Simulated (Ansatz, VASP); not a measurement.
One calculation of Sb, two programs

```
CELL_PARAMETERS angstrom
-3.04150 3.04150 1.65919
3.04150 -3.04150 1.65919
3.04150 3.04150 -1.65919
ATOMIC_POSITIONS crystal
Sb 0.00000 0.00000 0.00000
Sb 0.75000 0.25000 0.50000
```

Alike in both runs: task relaxation of cell and atoms; functional PBE; k mesh 18 × 18 × 18; occupations gaussian, width 0.1 eV; no spin polarisation.

|  | VASP | Ansatz |
| --- | --- | --- |
| version | VASP 6.6.1 | Ansatz 0.2.0 |
| potentials or method | VASP PAW PBE potentials, release 64 (Sb), cutoff 600 eV | scalar-relativistic, plane waves, PAW |
| valence electrons in the cell | 10 | 30 |

```csv
,VASP,Ansatz,Ansatz less VASP
"gap on the k mesh at the Fermi level, each at its own relaxed structure (eV)",none,none,-
relaxed volume (Å³/atom),29.47,29.50,+0.032
relaxed length of the cell vector where the two differ most in proportion (Å),4.580,4.581,+0.0010
```

A gap of «none» marks a metal or a gap that the smearing closes. VASP's potentials hold 10 valence electrons a cell and Ansatz's 30, so a difference there can come from the potentials and not from the codes.

Spin-orbit coupling is off throughout.
